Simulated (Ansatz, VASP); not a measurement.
HfO2 in VASP and in Ansatz

```
CELL_PARAMETERS angstrom
0.00000 -2.54892 -2.54892
0.00000 2.54892 -2.54892
5.09784 0.00000 0.00000
ATOMIC_POSITIONS crystal
Hf 0.50000 0.50000 0.50000
Hf 0.00000 0.00000 0.00000
O 0.00000 0.50000 0.69810
O 0.50000 0.00000 0.30190
O 0.00000 0.50000 0.19810
O 0.50000 0.00000 0.80190
```

Change from the starting cell: mode 1 frozen in at -0.265 Å and mode 5 at +0.000 Å (largest displacements).

Alike in both runs: task single point; functional PBE; k mesh 6 × 6 × 6; occupations gaussian, width 0.05 eV; no spin polarisation.

|  | VASP | Ansatz |
| --- | --- | --- |
| version | VASP 6.6.1 | Ansatz 0.2.0 |
| potentials or method | VASP PAW PBE potentials, release 64 (Hf_pv, O), cutoff 520 eV | scalar-relativistic, plane waves, PAW |
| valence electrons in the cell | 44 | 76 |

```csv
,VASP,Ansatz,Ansatz less VASP
gap on the k mesh at the Fermi level (eV),4.40,4.44,+0.041
least direct gap on the mesh (eV),4.47,4.50,+0.033
pressure (GPa),2.6,6.1,+3.49
"traceless stress, the component that is largest in VASP (GPa)",6.21,5.98,-0.223
rms of the force components (eV/Å),0.043,0.063,+0.0194
```

Atom by atom the forces differ by 0.019 eV/Å (rms over components). VASP's potentials hold 44 valence electrons a cell and Ansatz's 76, so a difference there can come from the potentials and not from the codes.

Spin-orbit coupling is off throughout.
